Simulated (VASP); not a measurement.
# Zr2BiN2 (P-6m2) in VASP: further runs, part 2 of 2

VASP 6.6.1.

## 3. Single point, PBE

This run uses another cell than the first one, of 20.71 Å³/atom, 1.167 times its volume.

INCAR

```
ALGO     = Normal         # electronic algorithm
EDIFF    = 1E-7           # SCF threshold, eV
ENCUT    = 520            # plane-wave cutoff, eV
GGA      = PE             # functional
ISIF     = 2              # what is computed and relaxed
ISMEAR   = 0              # smearing method
LASPH    = T              # aspherical terms in the spheres
LCHARG   = T              # write CHGCAR
LELF     = T              # ELF
LREAL    = F              # projectors in reciprocal space
LVHAR    = T            
LWAVE    = F              # write WAVECAR
NBANDS   = 32             # bands
NELM     = 60             # most SCF steps
PREC     = Accurate       # precision mode
SIGMA    = 0.1            # smearing width, eV
```

KPOINTS

```
k-points
0
Gamma
  6 6 2
```

POSCAR

```
Zr2BiN2
1.0
    4.5121163772      0.0000000000      0.0000000000
   -2.2560581886      3.9076074075      0.0000000000
    0.0000000000      0.0000000000      5.8743100888
Zr Bi N
2 1 2
Direct
    0.6666666667      0.3333333333      0.0000000000
    0.0000000000      0.0000000000      0.0000000000
    0.0000000000      0.0000000000      0.5000000000
    0.3333333333      0.6666666667      0.1109049763
    0.3333333333      0.6666666667      0.8890950237
```

Potentials or basis: VASP PAW PBE potentials, release 64 (Zr_sv, Bi_d, N).

Launch:

```bash
$ cat potpaw_PBE.64/Zr_sv/POTCAR potpaw_PBE.64/Bi_d/POTCAR potpaw_PBE.64/N/POTCAR > POTCAR
$ mpirun -np 1 vasp_std > vasp.out
```

Run time: 38 s. Hardware: 1 thread of Intel Xeon 6975P-C (Granite Rapids), shared host; peak memory 0.25 GiB.

The run converged. Its results:

```yaml
Free_energy: -32.9998 eV
Pressure: 0.3 GPa
Largest_force: 0.178 eV/Å
```

Forces in eV/Å, atoms in the order of the input:
```
Zr   0.000  0.000  0.000
Zr   0.000  0.000  0.000
Bi   0.000  0.000  0.000
N    0.000  0.000  0.178
N    0.000  0.000 -0.178
```

Levels at points of the mesh, in eV from the Fermi level:
```csv
k point,band 23,band 24,band 25,band 26,band 27,band 28
"(0.00, 0.00, 0.00)",-0.68,-0.68,-0.44,0.49,0.49,1.24
"(0.50, 0.00, 0.00)",-1.35,-0.50,-0.14,0.59,1.25,1.51
"(0.00, 0.00, 0.50)",-0.86,-0.86,-0.39,1.22,1.22,2.28
"(0.50, 0.00, 0.50)",-1.54,-0.38,-0.13,0.96,1.08,1.29
```

Caveat: the k points lie up to 0.53 Å⁻¹ apart; spin-orbit coupling is left out, which moves the levels of the heavy elements.

## 4. Single point, PBE

This run uses another cell than the first one, of 20.71 Å³/atom, 1.167 times its volume.

INCAR

```
SYSTEM = Zr2BiN2
  ALGO = Normal
  EDIFF = 1E-6
  ENCUT = 520
  GGA = PE
  ISIF = 2
  ISMEAR = 0
  LASPH = .TRUE.
  LCHARG = .TRUE.
  LELF = .TRUE.
  LREAL = .FALSE.
  LVHAR = .TRUE.
  LWAVE = .FALSE.
  NBANDS = 32
  NELM = 80
  PREC = Accurate
  SIGMA = 0.1
```

KPOINTS

```
k-points
0
G
  6 6 4
  0 0 0
```

POSCAR

```
Zr2BiN2
1.0
    4.5062542500      0.0000000000      0.0000000000
   -2.2531271250      3.9025306564      0.0000000000
    0.0000000000      0.0000000000      5.8869010182
Zr Bi N
2 1 2
Direct
    0.6666666667      0.3333333333      0.0000000000
    0.0000000000      0.0000000000      0.0000000000
    0.0000000000      0.0000000000      0.5000000000
    0.3333333333      0.6666666667      0.1106039389
    0.3333333333      0.6666666667      0.8893960611
```

Launch:

```bash
$ cat potpaw_PBE.64/Zr_sv/POTCAR potpaw_PBE.64/Bi_d/POTCAR potpaw_PBE.64/N/POTCAR > POTCAR
$ mpirun -np 1 vasp_std > vasp.out
```

It took 51 s on 1 thread of Intel Xeon 6975P-C (Granite Rapids), shared host; peak memory 0.26 GiB.

The run converged. Its results:

* Free energy: -33.0295 eV
* Pressure: 0.1 GPa
* Largest force: 0.183 eV/Å

Forces in eV/Å, atoms in the order of the input:
```
Zr   0.000  0.000  0.000
Zr   0.000  0.000  0.000
Bi   0.000  0.000  0.000
N    0.000  0.000  0.183
N    0.000  0.000 -0.183
```

Stress tensor (GPa, compression positive):
```
0.09 0.00 0.00
0.00 0.09 0.00
0.00 0.00 0.25
```

Levels at points of the mesh, in eV from the Fermi level:
| k point | band 22 | band 23 | band 24 | band 25 | band 26 | band 27 | band 28 | band 29 |
| --- | --- | --- | --- | --- | --- | --- | --- | --- |
| (0.00, 0.00, 0.00) | -0.88 | -0.66 | -0.66 | -0.42 | 0.52 | 0.52 | 1.24 | 1.64 |
| (0.50, 0.00, 0.00) | -2.06 | -1.35 | -0.48 | -0.12 | 0.60 | 1.27 | 1.53 | 2.33 |
| (0.00, 0.00, 0.50) | -1.48 | -0.86 | -0.86 | -0.37 | 1.25 | 1.25 | 2.29 | 2.34 |
| (0.50, 0.00, 0.50) | -2.45 | -1.53 | -0.38 | -0.11 | 0.96 | 1.08 | 1.28 | 1.63 |

Caveat: spin-orbit coupling is left out, which moves the levels of the heavy elements.

## 5. Relaxation of cell and atoms, PBE

INCAR

```
PREC = Accurate
ENCUT = 600
EDIFF = 1E-7
ISMEAR = 0
SIGMA = 0.1
LREAL = False
LASPH = True
NELM = 100
ALGO = Normal
ISIF = 3
LWAVE = False
LCHARG = False
GGA = PE
IBRION = 2
NSW = 90
EDIFFG = -0.04
```

KPOINTS

```
Automatic mesh
0
Gamma
  6 6 2
```

POSCAR

```
Zr2BiN2
1.0
    3.6996463800      0.0000000000      0.0000000000
   -1.8498231900      3.2039877500      0.0000000000
    0.0000000000      0.0000000000      7.4868975700
Zr Bi N
2 1 2
Direct
    0.6666666700      0.3333333300      0.0000000000
    0.0000000000      0.0000000000      0.0000000000
    0.0000000000      0.0000000000      0.5000000000
    0.3333333300      0.6666666700      0.2054603200
    0.3333333300      0.6666666700      0.7945396800
```

Launch:

```bash
$ cat potpaw_PBE.64/Zr_sv/POTCAR potpaw_PBE.64/Bi_d/POTCAR potpaw_PBE.64/N/POTCAR > POTCAR
$ mpirun -np 1 vasp_std > vasp.out
```

Run time: 15 min. Hardware: 1 thread of Intel Xeon 6975P-C (Granite Rapids), shared host; peak memory 0.25 GiB.

The run converged. Its results:

```yaml
Free_energy: -32.9667 eV
Relaxed_volume: 20.59 Å³/atom
Relaxed_cell: a = 4.498 Å, b = 4.498 Å, c = 5.874 Å, α = 90.00°, β = 90.00°, γ = 120.00°
Space_group_after_relaxing_to_0.05_Å: P-6m2 (No. 187)
Energy_gained_by_relaxing: 1225.0 meV/atom
Ionic_steps: 28
Pressure_after_relaxing: 0.0 GPa
Largest_force_after_relaxing: 0.005 eV/Å
```

Forces in eV/Å, atoms in the order of the input:
```
Zr   0.000  0.000  0.000
Zr   0.000  0.000  0.000
Bi   0.000  0.000  0.000
N    0.000  0.000 -0.005
N    0.000  0.000  0.005
```

Stress tensor (GPa, compression positive):
```
 0.06  0.00  0.00
 0.00  0.06  0.00
 0.00  0.00 -0.05
```

The path:
| step | energy change (eV) | largest force (eV/Å) | pressure (GPa) | volume (Å³) |
| --- | --- | --- | --- | --- |
| 1 | 0.0000 | 1.5113 | 18.72 | 88.75 |
| 2 | -2.3326 | 1.1512 | -11.83 | 114.85 |
| 3 | -2.6047 | 1.2299 | -7.40 | 105.77 |
| 4 | -3.3304 | 0.6000 | -1.86 | 95.24 |
| 5 | -3.5460 | 1.1744 | 4.04 | 89.38 |
| 6 | -3.1645 | 1.7820 | 24.79 | 77.82 |
| 7 | -3.5967 | 1.3977 | 7.26 | 86.78 |
| 8 | -3.6028 | 1.5021 | 11.82 | 83.85 |
| 9 | -3.8535 | 2.2213 | 13.67 | 83.30 |
| 10 | -4.0096 | 3.2285 | 18.08 | 82.32 |
| 11 | -4.3653 | 2.6307 | 16.07 | 84.77 |
| 12 | -4.4791 | 0.3303 | 16.14 | 88.22 |
| 13 | -4.5052 | 1.4879 | 15.64 | 87.03 |
| 14 | -5.1015 | 1.4716 | 10.06 | 90.87 |
| 15 | -5.9133 | 1.3150 | -0.32 | 102.26 |
| 16 | -5.9833 | 1.3074 | -1.97 | 105.96 |
| 17 | -5.9961 | 1.2329 | -2.89 | 108.31 |
| 18 | -6.0431 | 0.1003 | -1.13 | 107.32 |
| 19 | -6.0450 | 0.4661 | -0.69 | 107.09 |
| 20 | -6.0668 | 0.4181 | -0.79 | 106.41 |
| 21 | -6.1179 | 0.1717 | -0.60 | 104.33 |
| 22 | -6.0288 | 0.4119 | 2.26 | 100.08 |
| 23 | -6.1243 | 0.0494 | -0.26 | 103.53 |
| 24 | -6.1244 | 0.0332 | -0.20 | 103.41 |
| 25 | -6.1247 | 0.0430 | -0.07 | 103.20 |
| 26 | -6.1248 | 0.0549 | 0.08 | 102.95 |
| 27 | -6.1248 | 0.0601 | -0.04 | 102.92 |
| 28 | -6.1248 | 0.0054 | 0.02 | 102.93 |

Final structure:
```
CELL_PARAMETERS angstrom
4.49812 0.00000 0.00000
-2.24906 3.89549 0.00000
0.00000 0.00000 5.87435
ATOMIC_POSITIONS crystal
Zr 0.66667 0.33333 0.00000
Zr 0.00000 0.00000 0.00000
Bi 0.00000 0.00000 0.50000
N 0.33333 0.66667 0.11174
N 0.33333 0.66667 0.88826
```

Levels at points of the mesh, in eV from the Fermi level:
| k point | band 23 | band 24 | band 25 | band 26 | band 27 | band 28 |
| --- | --- | --- | --- | --- | --- | --- |
| (0.00, 0.00, 0.00) | -0.69 | -0.69 | -0.42 | 0.52 | 0.52 | 1.26 |
| (0.50, 0.00, 0.00) | -1.36 | -0.49 | -0.15 | 0.62 | 1.28 | 1.51 |
| (0.00, 0.00, 0.50) | -0.90 | -0.90 | -0.36 | 1.24 | 1.24 | 2.30 |
| (0.50, 0.00, 0.50) | -1.55 | -0.40 | -0.12 | 0.96 | 1.07 | 1.29 |

Caveat: the k points lie up to 0.53 Å⁻¹ apart in the final cell; the volume moved by over 15 % at a fixed basis, so the end points are rough; spin-orbit coupling is left out, which moves the levels of the heavy elements.

## 6. Overview

| task | cell | k mesh | cutoff (eV) | gap on the mesh (eV) | pressure (GPa) | largest force (eV/Å) |
| --- | --- | --- | --- | --- | --- | --- |
| single point | a = 3.700, b = 3.700, c = 7.487 Å, angles 90.0, 90.0, 120.0°, 5 atoms | 6 × 6 × 2 | 520 | none | 18.7 | 1.51 |
| single point | a = 4.512, b = 4.512, c = 5.874 Å, angles 90.0, 90.0, 120.0°, 5 atoms | 6 × 6 × 2 | 520 | none | 0.3 | 0.18 |
| single point | a = 4.506, b = 4.506, c = 5.887 Å, angles 90.0, 90.0, 120.0°, 5 atoms | 6 × 6 × 4 | 520 | none | 0.1 | 0.18 |
| relaxation of cell and atoms | relaxed from a = 3.700, b = 3.700, c = 7.487 Å, angles 90.0, 90.0, 120.0°, 5 atoms | 6 × 6 × 2 | 600 | none | 0.0 | 0.01 |

Alike in all rows: level PBE; potentials or basis VASP PAW PBE potentials, release 64 (Zr_sv, Bi_d, N); no spin polarisation; smearing gaussian 0.1 eV.

Caveats: some runs use coarse meshes; spin-orbit coupling is left out, which moves the levels of the heavy elements; forces of over 1 eV/Å act on the atoms, so gaps and moduli don't describe the material at rest (some runs); the volume moved by over 15 % at a fixed basis, so the end points are rough (some runs).

Total energies depend on the potentials used, so only differences within one code and one set of settings carry meaning.
